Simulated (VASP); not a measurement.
Input of a VASP 6.6.1 run:

File INCAR:

```
SYSTEM = Mo
PREC = Accurate
ENCUT = 520
EDIFF = 1E-6
ISMEAR = 0
SIGMA = 0.05
LREAL = .FALSE.
LASPH = .TRUE.
NELM = 60
ALGO = Normal
ISIF = 2
LWAVE = .FALSE.
LCHARG = .TRUE.
GGA = PE
LELF = .TRUE.
LVHAR = .TRUE.
NBANDS = 13
```

KPOINTS

```
Automatic mesh
0
G
  10 10 10
  0 0 0
```

POSCAR

```
Mo
1.0
    0.0000000000      2.0673609195      2.0673609195
    2.0673609195      0.0000000000      2.0673609195
    2.0673609195      2.0673609195      0.0000000000
Mo
1
Direct
    0.0000000000      0.0000000000      0.0000000000
```

Potentials or basis: VASP PAW PBE potentials, release 64 (Mo_sv).

Run with:

```console
$ cat potpaw_PBE.64/Mo_sv/POTCAR > POTCAR
$ mpirun -np 1 vasp_std > vasp.out
```

(1) Estimate the pressure.

(2) What does it give for the band gap on the k mesh?

## Answers

(1) -18.9 GPa.

(2) zero (band 7 reaches 13.81 eV, above the bottom of band 8 at 9.76 eV).
